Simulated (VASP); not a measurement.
# AlN (P6_3mc) in VASP: single point with HSE06

Aim: the single point of AlN with HSE06.

All numbers are computed with VASP 6.6.1; they aren't measurements. Logs are shortened: lines on timing, memory, paths and dates and some standing lists are left out, and cuts for length are marked.

**1. The cell of the first run**

Symmetry: P6_3mc, No. 186, hexagonal system. The conventional cell has a = 2.951 Å, b = 2.951 Å, c = 4.730 Å, α = 90.00°, β = 90.00°, γ = 120.00°. Within 2.4 Å of Al (site symmetry 3m) lie 4 N at 1.79 to 1.81 Å. N (site symmetry 3m) has 4 Al at 1.79 to 1.81 Å within 2.4 Å.

**2. Single point, HSE06 (strain -5.0%)**

POSCAR reads:

```
AlN
1.0
    2.9513590734      0.0000000000      0.0000000000
   -1.4756795367      2.5559519332      0.0000000000
    0.0000000000      0.0000000000      4.7296619702
Al N
2 2
Direct
    0.3333333333      0.6666666667     -0.0037165980
    0.6666666667      0.3333333333      0.4962834020
    0.3333333333      0.6666666667      0.3787165980
    0.6666666667      0.3333333333      0.8787165980
```

INCAR.step1 reads:

```
SYSTEM = AlN
  ALGO = Normal
  EDIFF = 1E-5
  ENCUT = 520
  GGA = PE
  ISIF = 2
  ISMEAR = 0
  LASPH = .TRUE.
  LCHARG = .FALSE.
  LREAL = .FALSE.
  LWAVE = .TRUE.
  NBANDS = 16
  NELM = 80
  PREC = Accurate
  SIGMA = 0.01
```

INCAR.step2 reads:

```
SYSTEM = AlN
  ALGO = Normal
  EDIFF = 1E-6
  ENCUT = 520
  GGA = PE
  HFSCREEN = 0.2079
  ISIF = 2
  ISMEAR = 0
  ISTART = 1
  LASPH = .TRUE.
  LCHARG = .FALSE.
  LHFCALC = .TRUE.
  LREAL = .FALSE.
  LWAVE = .FALSE.
  NBANDS = 16
  NELM = 80
  PREC = Accurate
  PRECFOCK = Normal
  SIGMA = 0.01
```

KPOINTS reads:

```
k-points
0
G
  6 6 4
  0 0 0
```

Potentials or basis: VASP PAW PBE potentials, release 64 (Al, N).

Started as:

```sh
$ cat potpaw_PBE.64/Al/POTCAR potpaw_PBE.64/N/POTCAR > POTCAR
$ cp INCAR.step1 INCAR
$ mpirun -np 1 vasp_std > vasp.out
$ cp INCAR.step2 INCAR
$ mpirun -np 1 vasp_std > vasp.out
```

OUTCAR:

```text
SYSTEM = AlN
   EDIFF = 1E-6
   ENCUT = 520
   GGA = PE
   HFSCREEN = 0.2079
   ISIF = 2
   ISMEAR = 0
   ISTART = 1
   LASPH = .TRUE.
   LHFCALC = .TRUE.
   LREAL = .FALSE.
   NELM = 80
   PREC = Accurate
   PRECFOCK = Normal

 ion  position               nearest neighbor table
   1  0.333  0.667  0.996-   4 1.79   4 1.79   4 1.79   3 1.81   2 2.91   2 2.91   2 2.91   2 2.91
                             2 2.91   2 2.91
   2  0.667  0.333  0.496-   3 1.79   3 1.79   3 1.79   4 1.81   1 2.91   1 2.91   1 2.91   1 2.91
                             1 2.91   1 2.91
   3  0.333  0.667  0.379-   2 1.79   2 1.79   2 1.79   1 1.81
   4  0.667  0.333  0.879-   1 1.79   1 1.79   1 1.79   2 1.81

  LATTYP: Found a hexagonal cell.
 ALAT       =     2.9513590734
 C/A-ratio  =     1.6025369508

  Lattice vectors:

 A1 = (   2.9513590734,   0.0000000000,   0.0000000000)
 A2 = (  -1.4756795367,   2.5559519332,   0.0000000000)
 A3 = (   0.0000000000,   0.0000000000,   4.7296619702)

Analysis of symmetry for initial positions (statically):
=====================================================================
 Subroutine PRICEL returns:
 Original cell was already a primitive cell.

 Routine SETGRP: Setting up the symmetry group for a
 hexagonal supercell.

 Subroutine GETGRP returns: Found 12 space group operations
 (whereof  6 operations were pure point group operations)
 out of a pool of 24 trial point group operations.

The static configuration has the point symmetry C_3v.
 The point group associated with its full space group is C_6v.

Analysis of symmetry for dynamics (positions and initial velocities):
=====================================================================
 Subroutine PRICEL returns:
 Original cell was already a primitive cell.

 Routine SETGRP: Setting up the symmetry group for a
 hexagonal supercell.

 Subroutine GETGRP returns: Found 12 space group operations
 (whereof  6 operations were pure point group operations)
 out of a pool of 24 trial point group operations.

The dynamic configuration has the point symmetry C_3v.
 The point group associated with its full space group is C_6v.

 Subroutine INISYM returns: Found 12 space group operations
 (whereof  6 operations are pure point group operations),
 and found     1 'primitive' translations

----------------------------------------------------------------------------------------

                                     Primitive cell

  volume of cell :      35.6784

  direct lattice vectors                    reciprocal lattice vectors
     2.951359073  0.000000000  0.000000000     0.338826952  0.195621832  0.000000000
    -1.475679537  2.555951933  0.000000000     0.000000000  0.391243664  0.000000000
     0.000000000  0.000000000  4.729661970     0.000000000  0.000000000  0.211431600

  length of vectors
     2.951359073  2.951359073  4.729661970     0.391243664  0.391243664  0.211431600

  position of ions in fractional coordinates (direct lattice)
     0.333333333  0.666666667  0.996283402
     0.666666667  0.333333333  0.496283402
     0.333333333  0.666666667  0.378716598
     0.666666667  0.333333333  0.878716598

  ion indices of the primitive-cell ions
   primitive index   ion index
                 1           1
                 2           2
                 3           3
                 4           4

----------------------------------------------------------------------------------------

 KPOINTS: k-points

Automatic generation of k-mesh.
 Grid dimensions read from file:
 generate k-points for:    6    6    4

 Generating k-lattice:

  Cartesian coordinates                     Fractional coordinates (reciprocal lattice)
     0.056471159  0.032603639  0.000000000     0.166666667 -0.000000000  0.000000000
     0.000000000  0.065207277  0.000000000     0.000000000  0.166666667  0.000000000
     0.000000000  0.000000000  0.052857900     0.000000000  0.000000000  0.250000000

  Length of vectors
     0.065207277  0.065207277  0.052857900

  Shift w.r.t. Gamma in fractional coordinates (k-lattice)
     0.000000000  0.000000000  0.000000000

 Subroutine IBZKPT returns following result:
 ===========================================

 Found     21 irreducible k-points:

 Following reciprocal coordinates:
            Coordinates               Weight
  0.000000  0.000000  0.000000      1.000000
  0.166667  0.000000  0.000000      6.000000
  0.333333  0.000000  0.000000      6.000000
  0.500000  0.000000  0.000000      3.000000
  0.166667  0.166667  0.000000      6.000000
  0.333333  0.166667  0.000000     12.000000
[... 13 lines left out ...]
  0.333333  0.166667  0.500000     12.000000
  0.333333  0.333333  0.500000      2.000000
   k-points           NKPTS =     21   k-points in BZ     NKDIM =    144   number of bands    NBANDS=     16
   number of dos      NEDOS =    301   number of ions     NIONS =      4
   total plane-waves  NPLWV =  20736
   dimension x,y,z NGX =    24 NGY =   24 NGZ =   36
   dimension x,y,z NGXF=    48 NGYF=   48 NGZF=   72
   ions per type =               2   2
   NGX,Y,Z   is equivalent  to a cutoff of  13.52, 13.52, 12.65 a.u.
   NGXF,Y,Z  is equivalent  to a cutoff of  27.04, 27.04, 25.31 a.u.
 SYSTEM =  AlN
   PREC   = accura    normal or accurate (medium, high low for compatibility)
   ISTART =      1    job   : 0-new  1-cont  2-samecut
   ICHARG =      0    charge: 1-file 2-atom 10-const
   ISPIN  =      1    spin polarized calculation?
   LNONCOLLINEAR =      F non collinear calculations
   LSORBIT =      F    spin-orbit coupling
   LASPH  =      T    aspherical Exc in radial PAW
   ENCUT  =  520.0 eV  38.22 Ry    6.18 a.u.   5.49  5.49  8.79*2*pi/ulx,y,z
   NELM   =     80;   NELMIN=  2; NELMDL=  0     # of ELM steps
   EDIFF  = 0.1E-05   stopping-criterion for ELM
   LREAL  =      F    real-space projection
   EDIFFG = 0.1E-04   stopping-criterion for IOM
   NSW    =      0    number of steps for IOM
   IBRION =     -1    ionic relax: 0-MD 1-quasi-New 2-CG
   NFREE  =      0    steps in history (QN), initial steepest desc. (CG)
   ISIF   =      2    stress and relaxation
   ISYM   =      3    0-nonsym 1-usesym 2-fastsym
   POTIM  = 0.5000    time-step for ionic-motion
   TEBEG  =    0.0;   TEEND  =   0.0 temperature during run
   PSTRESS=    0.0 pullay stress
   NELECT =      16.0000    total number of electrons
   NUPDOWN=      -1.0000    fix difference up-down
   EMIN   =  10.00;   EMAX   =-10.00  energy-range for DOS
   EFERMI =   0.00;   METHOD = LEGACY
   ISMEAR =     0;   SIGMA  =   0.01  broadening in eV -4-tet -1-fermi 0-gaus
   EFERMI_NEDOS =   21; number of points for ismear=-14 and -15
   IALGO  =     38    algorithm
   IMIX   =      1    mixing-type and parameters
     AMIX     =   0.40;   BMIX     =  1.00
     AMIX_MAG =   1.60;   BMIX_MAG =  1.00
  volume/ion in A,a.u.               =       8.92        60.19
  Fermi-wavevector in a.u.,A,eV,Ry     =   1.253083  2.367984 21.364103  1.570217
  Thomas-Fermi vector in A             =   2.386953
   LORBIT       =      0    0 simple, 1 ext, 2 COOP (PROOUT), +10 PAW based schemes
   GGA     = PE    functional components
   LHFCALC =     T    Hartree Fock is set to
   PRECFOCK=normal    Normal, Fast or Accurate (Low or Medium for compatibility)
   ENCUT4O =  -1.0   cutoff for four orbital integrals eV
   NKREDX  =     1    reduce k-point grid by
   NKREDY  =     1    reduce k-point grid by
   NKREDZ  =     1    reduce k-point grid by
   AEXX    =    0.2500 exact exchange contribution
   HFSCREEN=    0.2079 screening length (either q_TF or 0.3 A-1)
   HFSCREENC=   0.2079 screening length for correlation (either q_TF or 0.3 A-1)
   ENCUTFOCK=  -1.0 apply spherical cutoff to Coloumb kernel
   IVDW    =     0    specifies the selected vdW correction
   LEPSILON=     F    determine dielectric tensor
   LRPA    =     F    only Hartree local field effects (RPA)
 non-spin polarized calculation
 Gauss-broadening in eV      SIGMA  =   0.01
  energy-cutoff  :      520.00
  volume of cell :       35.68
 maximum number of plane-waves:       990
 NGX is ok and might be reduce to    24
  NGX = 18; NGY = 18; NGZ = 28

 number of electron      16.0000003 magnetization

 Free energy of the ion-electron system (eV)
  ---------------------------------------------------
  ext. energy  EPLUGINS =         0.00000000
  ---------------------------------------------------
  free energy    TOTEN  =       -34.20589395 eV

  energy without entropy =      -34.20589395  energy(sigma->0) =      -34.20589395

 E-fermi :   6.8846     XC(G=0):  -9.5431

 val. band max:        6.8220208236   @ k =   0.0000   0.0000   0.0000
 cond. band min:      13.2739406317   @ k =   0.3333   0.3333   0.0000
 fundamental gap:      6.4519198080
 Fermi energy:         6.8846189482

 k-point     1 :       0.0000    0.0000    0.0000
  band No.  band energies     occupation
      1     -10.9439      2.00000
      2      -8.1039      2.00000
      3      -0.4959      2.00000
      4       5.7731      2.00000
      5       5.7731      2.00000
      6       6.5247      2.00000
[... 8 lines left out ...]
     15      23.3759      0.00000
     16      23.3759      0.00000

 k-point     2 :       0.1667    0.0000    0.0000
  band No.  band energies     occupation
      1     -10.4985      2.00000
      2      -7.8543      2.00000
      3       0.0178      2.00000
      4       4.1149      2.00000
      5       5.1380      2.00000
      6       5.2888      2.00000
[... 8 lines left out ...]
     15      22.5400      0.00000
     16      22.7237      0.00000

 k-point     3 :       0.3333    0.0000    0.0000
  band No.  band energies     occupation
      1      -9.3293      2.00000
      2      -7.4048      2.00000
      3       1.3252      2.00000
      4       1.5260      2.00000
      5       2.9270      2.00000
      6       4.5742      2.00000
[... 8 lines left out ...]
     15      22.6694      0.00000
     16      24.8849      0.00000
[... 305 lines left out ...]
 k-point    20 :       0.3333    0.1667    0.5000
  band No.  band energies     occupation
      1      -7.8782      2.00000
      2      -7.8782      2.00000
      3       0.6241      2.00000
      4       0.6241      2.00000
      5       3.5937      2.00000
      6       3.5937      2.00000
[... 8 lines left out ...]
     15      23.8818      0.00000
     16      23.8818      0.00000

 k-point    21 :       0.3333    0.3333    0.5000
  band No.  band energies     occupation
      1      -7.5634      2.00000
      2      -7.5634      2.00000
      3       1.0864      2.00000
      4       1.0864      2.00000
      5       1.9891      2.00000
      6       1.9891      2.00000
[... 8 lines left out ...]
     15      23.4319      0.00000
     16      23.4319      0.00000

------------------------ aborting loop because EDIFF is reached ----------------------------------------

  FORCE on cell =-STRESS in cart. coord.  units (eV):
  Direction    XX          YY          ZZ          XY          YZ          ZX
  --------------------------------------------------------------------------------------
  -------------------------------------------------------------------------------------
  Total        9.8800949      9.8800949      8.8853165      0.0000000      0.0000000      0.0000000
  in kB      443.6769447    443.6769447    399.0052856      0.0000000      0.0000000      0.0000000
  external PRESSURE =     428.7863917 kB  Pullay stress =       0.0000000 kB

 VOLUME and BASIS-vectors are now :
 -----------------------------------------------------------------------------
  energy-cutoff  :      520.00
  volume of cell :       35.68
      direct lattice vectors                 reciprocal lattice vectors
     2.951359073  0.000000000  0.000000000     0.338826952  0.195621832  0.000000000
    -1.475679537  2.555951933  0.000000000     0.000000000  0.391243664  0.000000000
     0.000000000  0.000000000  4.729661970     0.000000000  0.000000000  0.211431600

 POSITION                                       TOTAL-FORCE (eV/Angst)
 -----------------------------------------------------------------------------------
     -0.00000      1.70397      4.71208        -0.000000      0.000000     -0.005131
      1.47568      0.85198      2.34725         0.000000     -0.000000     -0.005131
     -0.00000      1.70397      1.79120        -0.000000     -0.000000      0.005131
      1.47568      0.85198      4.15603         0.000000      0.000000      0.005131
 -----------------------------------------------------------------------------------
    total drift:                                0.000000     -0.000000      0.000152

  FREE ENERGIE OF THE ION-ELECTRON SYSTEM (eV)
  ---------------------------------------------------
  free  energy   TOTEN  =       -34.2058939535 eV

  energy  without entropy=      -34.2058939535  energy(sigma->0) =      -34.20589395
```

Run time: 33 min. Hardware: 1 thread of Intel Xeon Platinum 8259CL at 2.50GHz (Skylake/Cascade Lake), shared host; peak memory 0.26 GiB.

What came out:

```
Free energy            : -34.2059 eV
Pressure               : 42.9 GPa
Largest force          : 0.005 eV/Å
Band gap on the k mesh : 6.45 eV, indirect (least direct gap 7.13 eV)
```

Forces in eV/Å, atoms in the order of the input:
```
Al   0.000  0.000 -0.005
Al   0.000  0.000 -0.005
N    0.000  0.000  0.005
N    0.000  0.000  0.005
```

Stress tensor (GPa, compression positive):
```
44.37  0.00  0.00
 0.00 44.37  0.00
 0.00  0.00 39.90
```

Caveat: the cell differs from its parent crystal (strain -5.0%); the PAW data sets were made with another functional, which shifts forces and pressure a little. A k mesh can miss the band edges.
